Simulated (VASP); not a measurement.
Here is a VASP 6.6.1 calculation.

Contents of INCAR:

```
ALGO = Normal
EDIFF = 1E-7
ENCUT = 520
GGA = PS
ISIF = 2
ISMEAR = 0
LASPH = True
LCHARG = False
LREAL = False
LWAVE = False
NBANDS = 16
NELM = 100
PREC = Accurate
SIGMA = 0.05
```

Contents of KPOINTS:

```
k-points
0
Gamma
  10 10 10
```

Contents of POSCAR:

```
AgCl
1.0
    0.0000000000      2.7731489427      2.7731489427
    2.7731489427      0.0000000000      2.7731489427
    2.7731489427      2.7731489427      0.0000000000
Ag Cl
1 1
Direct
    0.5000000000      0.5000000000      0.5000000000
    0.0000000000      0.0000000000      0.0000000000
```

Potentials or basis: VASP PAW PBE potentials, release 64 (Ag, Cl).

Run with:

```sh
$ cat potpaw_PBE.64/Ag/POTCAR potpaw_PBE.64/Cl/POTCAR > POTCAR
$ mpirun -np 1 vasp_std > vasp.out
```

Question: Predict the pressure.

Answer: -2.7 GPa.

Question: What does it give for the band gap on the k mesh?

Answer: 0.73 eV (least direct gap 2.97 eV).

Caveat: the PAW data sets were made with another functional, which shifts forces and pressure a little. A k mesh can miss the band edges.
